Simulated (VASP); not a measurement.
Set up this calculation in VASP 6.6.1, as the native input.

```
Task                   : single point
Functional             : PBE
Potentials or basis    : VASP PAW PBE potentials, release 64 (Ba_sv, Os_sv_GW)
Cutoff                 : 560 eV
k mesh                 : 12 × 12 × 12
Occupations            : gaussian, width 0.1 eV
Spin                   : no spin polarisation
Dipole correction      : no
Further INCAR settings : ALGO = Normal; EDIFF = 1e-06; NBANDS = 37
```

The structure of BaOs3 lies in POSCAR:

```
BaOs3
1.0
    4.1862386203      0.0000000000      0.0000000000
    0.0000000000      4.1862386203      0.0000000000
    0.0000000000      0.0000000000      4.1862386203
Ba Os
1 3
Direct
    0.0000000000      0.0000000000      0.0000000000
    0.0000000000      0.5000000000      0.5000000000
    0.5000000000      0.0000000000      0.5000000000
    0.5000000000      0.5000000000      0.0000000000
```

One way to write it, as run:

INCAR

```
SYSTEM = BaOs3
ALGO     = Normal         ! electronic algorithm
EDIFF    = 1E-6           ! SCF threshold, eV
ENCUT    = 560            ! plane-wave cutoff, eV
GGA      = PE             ! functional
GGA_COMPAT= .False.      
ISIF     = 2              ! what is computed and relaxed
ISMEAR   = 0              ! smearing method
LASPH    = .True.         ! aspherical terms in the spheres
LCHARG   = .False.        ! write CHGCAR
LREAL    = .False.        ! projectors in reciprocal space
LWAVE    = .False.        ! write WAVECAR
NBANDS   = 37             ! bands
NELM     = 120            ! most SCF steps
PREC     = Accurate       ! precision mode
SIGMA    = 0.1            ! smearing width, eV
```

KPOINTS

```
k-points
0
Gamma
  12 12 12
  0 0 0
```

Potentials or basis: VASP PAW PBE potentials, release 64 (Ba_sv, Os_sv_GW).

Launch:

```sh
$ cat potpaw_PBE.64/Ba_sv/POTCAR potpaw_PBE.64/Os_sv_GW/POTCAR > POTCAR
$ mpirun -np 1 vasp_std > vasp.out
```

It gave:

| Property | Result |
| --- | --- |
| Pressure | 3.5 GPa |
| Band gap on the k mesh | zero (bands 29 and 30 overlap by 2.11 eV) |

Caveat: the cell stands under pressure; spin-orbit coupling is left out, which moves the levels of the heavy elements.

Wall time 63 s on 1 thread of Intel(R) Xeon(R) 6975P-C (Granite Rapids) (shared host), peak memory 0.34 GiB.
